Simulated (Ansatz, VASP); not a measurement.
One calculation of Ga15As16Pb, two programs

```
Pb Ga As
1.0
    -5.74598   -5.74598    5.74598
     5.74598    5.74598    5.74598
    -5.74598    5.74598   -5.74598
Pb Ga As
1 15 16
Direct
  0.25000 0.50000 0.25000
  0.50255 0.50000 0.99569
  0.25000 0.75255 0.99569
  0.75000 0.50000 0.75000
  0.50431 0.75431 0.75686
  0.25000 0.00000 0.75000
  0.99569 0.50000 0.50255
  0.75686 0.75431 0.50431
  0.50431 0.00686 0.50431
  0.25000 0.24569 0.50255
  0.99569 0.75255 0.25000
  0.75000 0.00000 0.25000
  0.50255 0.24569 0.25000
  0.99745 0.99314 0.99745
  0.74314 0.24745 0.99745
  0.99745 0.24745 0.74314
  0.97483 0.22483 0.97483
  0.25000 0.24864 0.75185
  0.99864 0.50000 0.75185
  0.50136 0.25322 0.50136
  0.25000 0.50000 0.52517
  0.00322 0.75136 0.50136
  0.75185 0.24864 0.25000
  0.52517 0.50000 0.25000
  0.25000 0.77517 0.25000
  0.99864 0.00185 0.25000
  0.75185 0.50000 0.99864
  0.50136 0.75136 0.00322
  0.25000 0.00185 0.99864
  0.74815 0.74678 0.74815
  0.49678 0.99815 0.74815
  0.74815 0.99815 0.49678
```

Alike in both runs: functional PBE; k mesh 3 × 3 × 3; occupations gaussian, width 0.05 eV; no spin polarisation.

Ansatz relaxed the structure, and its values are those at the end. VASP's run is a single point on that final structure, the one shown.

```csv
,VASP,Ansatz
version,VASP 6.6.1,Ansatz 0.2.0
potentials or method,"VASP PAW PBE potentials, release 64 (Pb_d, Ga_d, As), cutoff 400 eV","scalar-relativistic, plane waves, PAW"
valence electrons in the cell,289,449
```

Ansatz gave:

* gap on the k mesh at the Fermi level (eV): none
* rms of the force components (eV/Å): 0.012

**Question.** Estimate VASP's values.

**Answer.** gap on the k mesh at the Fermi level (eV): none; rms of the force components (eV/Å): 0.013.

A gap of «none» marks a metal or a gap that the smearing closes. The functional is the same, so the differences come from potentials, cutoffs and numerics. VASP's potentials hold 289 valence electrons a cell and Ansatz's 449, so a difference there can come from the potentials and not from the codes.

Spin-orbit coupling is off throughout.
